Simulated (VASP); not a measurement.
A run of VASP 6.6.1 is set up as follows.

INCAR

```
  PREC = Accurate
  ENCUT = 520
  EDIFF = 1E-6
  ISMEAR = -1
  SIGMA = 0.02
  LREAL = F
  LASPH = T
  NELM = 80
  ALGO = Normal
  ISIF = 2
  LWAVE = F
  LCHARG = T
  GGA = PE
  LELF = T
  LVHAR = T
  NBANDS = 31
```

KPOINTS

```
Automatic mesh
0
Gamma
  12 12 4
```

File POSCAR:

```
Si2Ge
1.0
    3.8994911291      0.0000000000      0.0000000000
   -1.9497455645      3.3770583796      0.0000000000
    0.0000000000      0.0000000000      9.5539021419
Si Ge
4 2
Direct
    0.3333333333      0.6666666667      0.7034775588
    0.0000000000      0.0000000000      0.3763791991
    0.0000000000      0.0000000000      0.6236208009
    0.6666666667      0.3333333333      0.2965224412
    0.6666666667      0.3333333333      0.0454279632
    0.3333333333      0.6666666667      0.9545720368
```

Potentials or basis: VASP PAW PBE potentials, release 64 (Si, Ge_d).

The run is started by

```sh
$ cat potpaw_PBE.64/Si/POTCAR potpaw_PBE.64/Ge_d/POTCAR > POTCAR
$ mpirun -np 1 vasp_std > vasp.out
```

(1) Predict the band gap on the k mesh.

(2) Estimate the pressure.

## Answers

(1) 0.43 eV, indirect (least direct gap 1.01 eV).

(2) 1.9 GPa.
